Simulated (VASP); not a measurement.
# Mg8HO8 (a cell with a defect) in VASP: a series of runs

Mg8HO8 (a cell with a defect) is run at these levels: PBE; tasks: single point.

Program: VASP 6.6.1. These are calculated values, not measurements. Logs are shortened: lines on timing, memory, paths and dates and some standing lists are left out, and cuts for length are marked.

### Step 1. The cell of the first run

The cell holds a defect, 17 atoms: a = 6.008 Å, b = 6.008 Å, c = 6.008 Å, α = 60.00°, β = 60.00°, γ = 60.00°.

### Step 2. Single point, PBE, collinear spin, ferromagnetic start

The input, INCAR:

```
ALGO = Normal
EDIFF = 1E-7
ENCUT = 520
GGA = PE
ISIF = 2
ISMEAR = -1
ISPIN = 2
LASPH = True
LCHARG = False
LORBIT = 11
LREAL = Auto
LWAVE = False
MAGMOM = 0 0 0 0 0 0 0 0 0 0 0 0 0 0 0 0 1
NBANDS = 50
NELM = 150
PREC = Accurate
SIGMA = 0.05
```

The input, KPOINTS:

```
k-points
0
Gamma
  2 2 2
```

The input, POSCAR:

```
Mg8HO8
1.0
    0.0000000000      4.2483000000      4.2483000000
    4.2483000000      0.0000000000      4.2483000000
    4.2483000000      4.2483000000      0.0000000000
Mg O H
8 8 1
Direct
   -0.0004230421     -0.0001064107      0.0003357036
   -0.0004221882     -0.0001186151      0.4998586533
   -0.0040028728      0.5012280670      0.0012007221
   -0.0004219195      0.5003587845      0.4998701172
    0.5007098119     -0.0032013559      0.0010467115
    0.5000825135     -0.0001230983      0.4998523088
    0.5004485525      0.5008363180      0.0008055886
    0.5007253387      0.5010896279      0.4967280736
    0.2440000547      0.2442864110      0.2671344725
    0.2438294297      0.2440949602      0.7440740919
    0.2491737673      0.7501514886      0.2501242344
    0.2439886251      0.7671954839      0.7442511995
    0.7498079295      0.2495313046      0.2501119525
    0.7664113597      0.2444338907      0.7444100845
    0.7498130589      0.7501559392      0.2501271251
    0.7498088128      0.7501400526      0.7495029769
    0.3731951685      0.3749033515      0.8747605840
```

Potentials or basis: VASP PAW PBE potentials, release 64 (Mg, O, H).

Run with:

```bash
$ cat potpaw_PBE.64/Mg/POTCAR potpaw_PBE.64/O/POTCAR potpaw_PBE.64/H/POTCAR > POTCAR
$ mpirun -np 1 vasp_std > vasp.out
```

OUTCAR:

```text
EDIFF = 1E-7
   ENCUT = 520
   GGA = PE
   ISIF = 2
   ISMEAR = -1
   ISPIN = 2
   LASPH = True
   LORBIT = 11
   LREAL = Auto
   NELM = 150
   PREC = Accurate

 ion  position               nearest neighbor table
   1  1.000  1.000  0.000-  10 2.08  12 2.08  14 2.08  11 2.12  13 2.12  15 2.12   6 3.00   2 3.00
                             4 3.00   5 3.00   7 3.00   3 3.00   3 3.00   7 3.00   5 3.00   4 3.01
   2  1.000  1.000  0.500-  12 2.08   9 2.08  14 2.08  11 2.12  16 2.12  13 2.12   6 3.00   4 3.00
                             1 3.00   8 3.00   5 3.00   3 3.00   3 3.00   5 3.00   8 3.00   1 3.01
   3  0.996  0.501  0.001-  17 1.85  15 2.12  13 2.12  16 2.12   9 2.18  12 2.18  10 2.19   8 2.98
                             5 2.98   7 2.98   4 3.00   1 3.00   2 3.00   2 3.00   1 3.00   4 3.00
   4  1.000  0.500  0.500-  10 2.08   9 2.08  14 2.08  11 2.12  16 2.12  15 2.12   6 3.00   2 3.00
                             1 3.00   8 3.00   7 3.00   3 3.00   3 3.00   7 3.00   8 3.00   1 3.01
   5  0.501  0.997  0.001-  17 1.85  11 2.12  15 2.12  16 2.12  14 2.18   9 2.18  10 2.18   3 2.98
                             8 2.98   7 2.98   1 3.00   6 3.00   2 3.00   2 3.00   6 3.00   1 3.00
   6  0.500  1.000  0.500-  10 2.08  12 2.08   9 2.08  16 2.12  13 2.12  15 2.12   2 3.00   1 3.00
                             4 3.00   5 3.00   8 3.00   7 3.00   7 3.00   8 3.00   5 3.00   4 3.01
   7  0.500  0.501  0.001-  17 1.86  11 2.12  16 2.12  13 2.12  14 2.18   9 2.18  12 2.18   3 2.98
                             8 2.98   5 2.98   1 3.00   4 3.00   6 3.00   6 3.00   4 3.00   1 3.00
   8  0.501  0.501  0.497-  17 1.85  15 2.12  11 2.12  13 2.12  14 2.18  12 2.18  10 2.18   3 2.98
                             5 2.98   7 2.98   4 3.00   2 3.00   6 3.00   6 3.00   2 3.00   4 3.00
   9  0.244  0.244  0.267-   6 2.08   4 2.08   2 2.08   7 2.18   5 2.18   3 2.18
  10  0.244  0.244  0.744-   6 2.08   1 2.08   4 2.08   5 2.18   8 2.18   3 2.19
  11  0.249  0.750  0.250-   8 2.12   5 2.12   7 2.12   1 2.12   4 2.12   2 2.12
  12  0.244  0.767  0.744-   6 2.08   1 2.08   2 2.08   7 2.18   8 2.18   3 2.18
  13  0.750  0.250  0.250-   3 2.12   8 2.12   7 2.12   6 2.12   1 2.12   2 2.12
  14  0.766  0.244  0.744-   1 2.08   4 2.08   2 2.08   7 2.18   5 2.18   8 2.18
  15  0.750  0.750  0.250-   3 2.12   8 2.12   5 2.12   6 2.12   1 2.12   4 2.12
  16  0.750  0.750  0.750-   3 2.12   5 2.12   7 2.12   6 2.12   4 2.12   2 2.12
  17  0.373  0.375  0.875-   3 1.85   8 1.85   5 1.85   7 1.86

  LATTYP: Found a face centered cubic cell.
 ALAT       =     8.4966000000

  Lattice vectors:

 A1 = (   0.0000000000,   4.2483000000,   4.2483000000)
 A2 = (   4.2483000000,   0.0000000000,   4.2483000000)
 A3 = (   4.2483000000,   4.2483000000,   0.0000000000)

Analysis of symmetry for initial positions (statically):
=====================================================================
 Subroutine PRICEL returns:
 Original cell was already a primitive cell.

 Routine SETGRP: Setting up the symmetry group for a
 face centered cubic supercell.

 Subroutine GETGRP returns: Found  1 space group operations
 (whereof  1 operations were pure point group operations)
 out of a pool of 48 trial point group operations.

The static configuration has the point symmetry C_1 .

Analysis of symmetry for dynamics (positions and initial velocities):
=====================================================================
 Subroutine PRICEL returns:
 Original cell was already a primitive cell.

 Routine SETGRP: Setting up the symmetry group for a
 face centered cubic supercell.

 Subroutine GETGRP returns: Found  1 space group operations
 (whereof  1 operations were pure point group operations)
 out of a pool of 48 trial point group operations.

The dynamic configuration has the point symmetry C_1 .

Analysis of structural, dynamic, and magnetic symmetry:
=====================================================================
 Subroutine PRICEL returns:
 Original cell was already a primitive cell.

 Routine SETGRP: Setting up the symmetry group for a
 face centered cubic supercell.

 Subroutine GETGRP returns: Found  1 space group operations
 (whereof  1 operations were pure point group operations)
 out of a pool of 48 trial point group operations.

The overall configuration has the point symmetry C_1 .

 Subroutine INISYM returns: Found  1 space group operations
 (whereof  1 operations are pure point group operations),
 and found     1 'primitive' translations
[... 97 lines left out ...]
   NGXF,Y,Z  is equivalent  to a cutoff of  26.56, 26.56, 26.56 a.u.
 SYSTEM =  unknown system
   PREC   = accura    normal or accurate (medium, high low for compatibility)
   ISTART =      0    job   : 0-new  1-cont  2-samecut
   ICHARG =      2    charge: 1-file 2-atom 10-const
   ISPIN  =      2    spin polarized calculation?
   LNONCOLLINEAR =      F non collinear calculations
   LSORBIT =      F    spin-orbit coupling
   LASPH  =      T    aspherical Exc in radial PAW
   ENCUT  =  520.0 eV  38.22 Ry    6.18 a.u.  11.17 11.17 11.17*2*pi/ulx,y,z
   NELM   =    150;   NELMIN=  2; NELMDL= -5     # of ELM steps
   EDIFF  = 0.1E-06   stopping-criterion for ELM
   LREAL  =      T    real-space projection
   EDIFFG = 0.1E-05   stopping-criterion for IOM
   NSW    =      0    number of steps for IOM
   IBRION =     -1    ionic relax: 0-MD 1-quasi-New 2-CG
   NFREE  =      0    steps in history (QN), initial steepest desc. (CG)
   ISIF   =      2    stress and relaxation
   ISYM   =      2    0-nonsym 1-usesym 2-fastsym
   POTIM  = 0.5000    time-step for ionic-motion
   TEBEG  =    0.0;   TEEND  =   0.0 temperature during run
   PSTRESS=    0.0 pullay stress
   NELECT =      65.0000    total number of electrons
   NUPDOWN=      -1.0000    fix difference up-down
   EMIN   =  10.00;   EMAX   =-10.00  energy-range for DOS
   EFERMI =   0.00;   METHOD = LEGACY
   ISMEAR =    -1;   SIGMA  =   0.05  broadening in eV -4-tet -1-fermi 0-gaus
   EFERMI_NEDOS =   21; number of points for ismear=-14 and -15
   IALGO  =     38    algorithm
   IMIX   =      4    mixing-type and parameters
     AMIX     =   0.40;   BMIX     =  1.00
     AMIX_MAG =   1.60;   BMIX_MAG =  1.00
  volume/ion in A,a.u.               =       9.02        60.87
  Fermi-wavevector in a.u.,A,eV,Ry     =   1.229761  2.323912 20.576261  1.512313
  Thomas-Fermi vector in A             =   2.364636
   LORBIT       =     11    0 simple, 1 ext, 2 COOP (PROOUT), +10 PAW based schemes
   GGA     = PE    functional components
   LHFCALC =     F    Hartree Fock is set to
   AEXX    =    0.0000 exact exchange contribution
   IVDW    =     0    specifies the selected vdW correction
   LEPSILON=     F    determine dielectric tensor
   LRPA    =     F    only Hartree local field effects (RPA)
 spin polarized calculation
  energy-cutoff  :      520.00
  volume of cell :      153.35
 maximum number of plane-waves:      4140
 NGX is ok and might be reduce to    48
   NGX = 23   NGY = 23   NGZ = 23

 number of electron      65.0000013 magnetization       0.7500259

 Free energy of the ion-electron system (eV)
  ---------------------------------------------------
  ext. energy  EPLUGINS =         0.00000000
  ---------------------------------------------------
  free energy    TOTEN  =       -94.72470716 eV

  energy without entropy =      -94.71269809  energy(sigma->0) =      -94.71870262

 E-fermi :   6.0646     XC(G=0): -11.0479

 val. band max:        6.0299788039   @ k =   0.0000   0.5000   0.5000
 cond. band min:       6.6939672647   @ k =   0.5000   0.0000   0.0000
 fundamental gap:      0.6639884608
 Fermi energy:         6.0646157627

 spin component 1

 k-point     1 :       0.0000    0.0000    0.0000
  band No.  band energies     occupation
      1     -14.1666      1.00000
      2     -12.9566      1.00000
      3     -12.8977      1.00000
      4     -12.8952      1.00000
      5     -12.8940      1.00000
      6     -12.6490      1.00000
[... 365 lines left out ...]
     43      14.5101      0.00000
     44      14.5126      0.00000
 Fermi energy:         6.0646157627

 spin component 2

 k-point     1 :       0.0000    0.0000    0.0000
  band No.  band energies     occupation
      1     -14.0947      1.00000
      2     -12.8721      1.00000
      3     -12.8569      1.00000
      4     -12.8550      1.00000
      5     -12.8543      1.00000
      6     -12.5428      1.00000
[... 365 lines left out ...]
     43      14.5545      0.00000
     44      14.5795      0.00000
 [bands above 44 left out]

------------------------ aborting loop because EDIFF is reached ----------------------------------------

  FORCE on cell =-STRESS in cart. coord.  units (eV):
  Direction    XX          YY          ZZ          XY          YZ          ZX
  --------------------------------------------------------------------------------------
  -------------------------------------------------------------------------------------
  Total        5.4611266      5.4605890      5.4616486     -0.0034157      0.0011724     -0.0037082
  in kB       57.0580993     57.0524821     57.0635532     -0.0356879      0.0122494     -0.0387435
  external PRESSURE =      57.0580449 kB  Pullay stress =       0.0000000 kB

 VOLUME and BASIS-vectors are now :
 -----------------------------------------------------------------------------
  energy-cutoff  :      520.00
  volume of cell :      153.35
      direct lattice vectors                 reciprocal lattice vectors
     0.000000000  4.248300000  4.248300000    -0.117694136  0.117694136  0.117694136
     4.248300000  0.000000000  4.248300000     0.117694136 -0.117694136  0.117694136
     4.248300000  4.248300000  0.000000000     0.117694136  0.117694136 -0.117694136

 POSITION                                       TOTAL-FORCE (eV/Angst)
 -----------------------------------------------------------------------------------
      4.24927      4.24793      8.49435        -0.038123     -0.043667      0.030771
      6.37135      6.37006      8.49430         0.041956      0.035870      0.036428
      2.13447      4.23640      6.36066         0.073908     -0.076477     -0.076378
      4.24927      6.37011      6.37218        -0.038299      0.030655     -0.043597
      4.23915      2.13161      6.36187        -0.075216      0.073318     -0.074614
      6.37130      4.24802      6.37228         0.034615     -0.039303     -0.039003
[... 9 lines left out ...]
      6.37093      6.36953      6.37223         0.054300      0.055449     -0.052457
      5.30895      5.30169      3.17815         0.002401      0.017918      0.016686
 -----------------------------------------------------------------------------------
    total drift:                                0.005072     -0.005269     -0.004498

  FREE ENERGIE OF THE ION-ELECTRON SYSTEM (eV)
  ---------------------------------------------------
  free  energy   TOTEN  =       -94.7247071554 eV

  energy  without entropy=      -94.7126980932  energy(sigma->0) =      -94.71870262

 total charge

# of ion       s       p       d       tot
------------------------------------------
    1        0.149   0.179   0.080   0.408
    2        0.149   0.179   0.080   0.408
    3        0.145   0.172   0.075   0.392
    4        0.149   0.179   0.080   0.408
    5        0.145   0.172   0.075   0.392
    6        0.149   0.180   0.080   0.409
[... 9 lines left out ...]
   16        1.541   3.552   0.000   5.093
   17        0.550   0.018   0.000   0.568
--------------------------------------------------
tot         14.103  29.738   0.622  44.463

 magnetization (x)

# of ion       s       p       d       tot
------------------------------------------
    1        0.000   0.001   0.001   0.002
    2        0.000   0.001   0.001   0.002
    3       -0.001   0.001   0.002   0.002
    4        0.000   0.001   0.001   0.002
    5       -0.001   0.001   0.002   0.002
    6        0.000   0.001   0.001   0.002
[... 9 lines left out ...]
   16       -0.000  -0.001   0.000  -0.001
   17        0.211   0.001   0.000   0.212
--------------------------------------------------
tot          0.233   0.321   0.011   0.565
```

Run time: 2.9 min. Hardware: 1 thread of Intel Xeon 6975P-C (Granite Rapids), shared host; peak memory 0.43 GiB.

Results:

* Free energy: -94.7247 eV
* Pressure: 5.7 GPa
* Largest force: 0.131 eV/Å
* Net moment: 0.75 μB per cell
* Site moments: Mg +0.00; O +0.09, -0.00, +0.08; H +0.21 μB
* Valence electrons inside the program's atomic spheres: Mg 0.41, 0.39; O 5.08, 5.09; H 0.57

Forces in eV/Å, atoms in the order of the input:
```
Mg  -0.038 -0.044  0.031
Mg   0.042  0.036  0.036
Mg   0.074 -0.076 -0.076
Mg  -0.038  0.031 -0.044
Mg  -0.075  0.073 -0.075
Mg   0.035 -0.039 -0.039
Mg   0.075  0.076  0.076
Mg  -0.075 -0.075  0.073
O   -0.019 -0.022  0.015
O    0.023  0.019  0.020
O   -0.053  0.053  0.053
O   -0.020  0.016 -0.022
O    0.054 -0.052  0.055
O    0.012 -0.016 -0.016
O   -0.053 -0.052 -0.053
O    0.054  0.055 -0.052
H    0.002  0.018  0.017
```

Caveat: the k points lie up to 0.64 Å⁻¹ apart.

### Step 3. Single point, PBE, collinear spin, ferromagnetic start

The input, INCAR:

```
PREC = Accurate ; ENCUT = 520
EDIFF = 1E-6 ; ISMEAR = -1
SIGMA = 0.05 ; LREAL = Auto
LASPH = True ; NELM = 150
ALGO = Normal ; ISIF = 2
LWAVE = False ; LCHARG = False
ISPIN = 2 ; MAGMOM = 0 0 0 0 0 0 0 0 0 0 0 0 0 0 0 0 1
LORBIT = 11 ; GGA = PE
NBANDS = 50
```

The input, KPOINTS:

```
regular mesh
0
Gamma
  2 2 2
```

The input, POSCAR:

```
Mg8HO8
1.0
    0.0000000000      4.2483000000      4.2483000000
    4.2483000000      0.0000000000      4.2483000000
    4.2483000000      4.2483000000      0.0000000000
Mg O H
8 8 1
Direct
    0.0262928701     -0.0224089636     -0.0116046419
    0.0104865476     -0.0336958313      0.4879010428
    0.0098745381      0.4675870348     -0.0080620483
    0.0100393098      0.4637031283      0.5002824659
    0.5045076854     -0.0284819810     -0.0080502789
    0.4983640515     -0.0306004755      0.5003177742
    0.5172068828      0.4739660570     -0.0138290610
    0.5082856672      0.4845349905      0.4827695784
    0.2724266177      0.2312101311      0.2519949156
    0.2613986771      0.2094720241      0.7251135748
    0.2548666525      0.7266789069      0.2352823482
    0.2481933950      0.7481345479      0.7352117318
    0.7653885083      0.2206765059      0.2342584092
    0.7680130876      0.2275380741      0.7382600099
    0.7511945955      0.7211825907      0.2360708989
    0.7575147706      0.7327519243      0.7363298260
    0.3935103453      0.3546242026      0.8583786456
```

Potentials or basis: VASP PAW PBE potentials, release 64 (Mg, O, H).

Run with:

```bash
$ cat potpaw_PBE.64/Mg/POTCAR potpaw_PBE.64/O/POTCAR potpaw_PBE.64/H/POTCAR > POTCAR
$ mpirun -np 1 vasp_std > vasp.out
```

Run time: 3.2 min. Hardware: 1 thread of Intel Xeon 6975P-C (Granite Rapids), shared host; peak memory 0.43 GiB.

It converged, with:

```yaml
Free_energy: -94.2620 eV
Pressure: 7.0 GPa
Largest_force: 1.691 eV/Å
Net_moment: 0.75 μB per cell
Site_moments: Mg +0.00; O +0.08, +0.07, -0.00, +0.10; H +0.21 μB
Valence_electrons_inside_the_program's_atomic_spheres: Mg 0.43, 0.40, 0.38, 0.41, 0.39; O 5.08, 5.11, 5.10, 5.09, 5.07; H 0.57
```

Forces on the atoms (eV/Å):
```
Mg  -0.071 -0.885 -1.440
Mg   0.742 -0.114  0.196
Mg   0.696 -0.103  0.296
Mg  -0.138 -0.800  0.412
Mg  -0.125  0.550  0.593
Mg  -0.862  0.029  0.997
Mg   0.360  0.344 -0.069
Mg  -0.581  0.073 -0.094
O   -0.407 -0.754 -1.247
O    1.164  0.281  0.411
O    0.258  0.534  0.229
O   -0.386 -0.105 -0.305
O    0.251  0.296  0.350
O   -0.643  0.162  0.126
O    0.183  0.411  0.225
O   -0.382  0.282 -0.356
H   -0.060 -0.200 -0.324
```

Stress tensor (GPa, compression positive):
```
 6.84  0.43  0.36
 0.43  6.86 -0.01
 0.36 -0.01  7.40
```

Levels at points of the mesh, in eV from the Fermi level:
Spin up:
```
           k point  band 30  band 31  band 32  band 33  band 34  band 35  band 36  band 37
(0.00, 0.00, 0.00)    -2.95    -2.90    -2.89    -1.58     2.07     4.59     4.71     4.78
(0.50, 0.00, 0.00)    -3.35    -3.10    -3.10    -0.41     3.90     4.41     5.83     6.29
(0.00, 0.50, 0.00)    -3.23    -3.22    -3.19    -0.39     3.85     4.46     6.02     6.26
(0.00, 0.00, 0.50)    -3.35    -3.16    -3.09    -0.44     3.83     4.48     6.03     6.19
(0.50, 0.50, 0.50)    -3.36    -3.16    -3.10    -0.35     3.81     4.62     6.10     6.40
(0.50, 0.50, 0.00)    -3.48    -3.41    -3.33    -0.12     4.59     5.21     6.07     6.29
(0.00, 0.50, 0.50)    -3.50    -3.45    -3.32     0.00     4.86     5.03     5.84     6.27
(0.50, 0.00, 0.50)    -3.53    -3.43    -3.33    -0.02     4.74     5.10     5.78     6.45
```
Spin down:
| k point | band 29 | band 30 | band 31 | band 32 | band 33 | band 34 | band 35 | band 36 |
| --- | --- | --- | --- | --- | --- | --- | --- | --- |
| (0.00, 0.00, 0.00) | -3.44 | -2.88 | -2.85 | -2.83 | -0.56 | 2.19 | 4.62 | 4.73 |
| (0.50, 0.00, 0.00) | -3.27 | -3.24 | -3.09 | -3.07 | 0.63 | 3.92 | 4.48 | 5.87 |
| (0.00, 0.50, 0.00) | -3.24 | -3.20 | -3.14 | -3.12 | 0.64 | 3.88 | 4.54 | 6.06 |
| (0.00, 0.00, 0.50) | -3.25 | -3.23 | -3.13 | -3.08 | 0.59 | 3.86 | 4.56 | 6.07 |
| (0.50, 0.50, 0.50) | -3.38 | -3.35 | -3.06 | -3.02 | 0.67 | 3.84 | 4.69 | 6.14 |
| (0.50, 0.50, 0.00) | -3.47 | -3.43 | -3.39 | -3.30 | 0.94 | 4.63 | 5.25 | 6.10 |
| (0.00, 0.50, 0.50) | -3.50 | -3.42 | -3.41 | -3.28 | 1.05 | 4.89 | 5.07 | 5.88 |
| (0.50, 0.00, 0.50) | -3.52 | -3.40 | -3.37 | -3.33 | 1.04 | 4.77 | 5.15 | 5.81 |

Caveat: the k points lie up to 0.64 Å⁻¹ apart.
